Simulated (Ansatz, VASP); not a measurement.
# One calculation of Ta, two programs

Contents of POSCAR:

```
Ta
1.0
   -1.7938626462      1.7938626462      1.3992128641
    1.7938626462     -1.7938626462      1.3992128641
    1.7938626462      1.7938626462     -1.3992128641
Ta
1
Direct
    0.0000000000      0.0000000000      0.0000000000
```

File INCAR.step1:

```
SYSTEM = Ta
PREC     = Accurate       ! precision mode
ENCUT    = 520            ! plane-wave cutoff, eV
ISMEAR   = 0              ! smearing method
SIGMA    = 0.15           ! smearing width, eV
LREAL    = .FALSE.        ! projectors in reciprocal space
LASPH    = .TRUE.         ! aspherical terms in the spheres
NELM     = 60             ! most SCF steps
NBANDS   = 12             ! bands
GGA      = PE             ! functional
ALGO     = Normal         ! electronic algorithm
EDIFF    = 1E-4           ! SCF threshold, eV
LWAVE    = .TRUE.         ! write WAVECAR
LCHARG   = .FALSE.        ! write CHGCAR
```

INCAR.step2

```
SYSTEM = Ta
PREC     = Accurate       ! precision mode
ENCUT    = 520            ! plane-wave cutoff, eV
EDIFF    = 1E-7           ! SCF threshold, eV
ISMEAR   = 0              ! smearing method
SIGMA    = 0.15           ! smearing width, eV
LREAL    = .FALSE.        ! projectors in reciprocal space
LASPH    = .TRUE.         ! aspherical terms in the spheres
NELM     = 60             ! most SCF steps
ALGO     = Normal         ! electronic algorithm
ISIF     = 2              ! what is computed and relaxed
LWAVE    = .FALSE.        ! write WAVECAR
LCHARG   = .FALSE.        ! write CHGCAR
METAGGA  = R2SCAN         ! meta-GGA
LMIXTAU  = .TRUE.       
NBANDS   = 12             ! bands
ISTART   = 1
```

KPOINTS

```
regular mesh
0
G
  22 22 22
  0 0 0
```

Input for Ansatz:

```yaml
crystal:
  lattice:
    - [-1.7938626462, 1.7938626462, 1.3992128641]
    - [1.7938626462, -1.7938626462, 1.3992128641]
    - [1.7938626462, 1.7938626462, -1.3992128641]
  atoms:
    - { symbol: Ta, position: [0.0, 0.0, 0.0] }
basis:
  ecutwfc: 500
kpoints:
  mp_grid: { grid: [22, 22, 22] }
hamiltonian:
  xc: r2scan
scf:
  occupations: { method: gaussian, width: 0.15 }
output:
  forces: true
  stress: true
  eigenvalues: true
```

Alike in both runs: task single point; functional r2SCAN; k mesh 22 × 22 × 22; occupations gaussian, width 0.15 eV; no spin polarisation.

```csv
,VASP,Ansatz
version,VASP 6.6.1,Ansatz 0.2.0
potentials or method,"VASP PAW PBE potentials, release 64 (Ta_pv), cutoff 520 eV","scalar-relativistic, plane waves, PAW"
valence electrons in the cell,11,13
```

Ansatz gave:

| Quantity | Value |
| --- | --- |
| gap on the k mesh at the Fermi level (eV) | none |
| pressure (GPa) | 5.7 |
| traceless stress, the component that is largest in VASP (GPa) | 19.94 |

Q: Estimate VASP's values.

A: gap on the k mesh at the Fermi level (eV): none; pressure (GPa): 6.4; traceless stress, the component that is largest in VASP (GPa): 19.88.

VASP's potentials were made for PBE, not for r2SCAN. A gap of «none» marks a metal or a gap that the smearing closes. VASP's potentials hold 11 valence electrons a cell and Ansatz's 13, so a difference there can come from the potentials and not from the codes.

Neither program's run includes spin-orbit coupling.
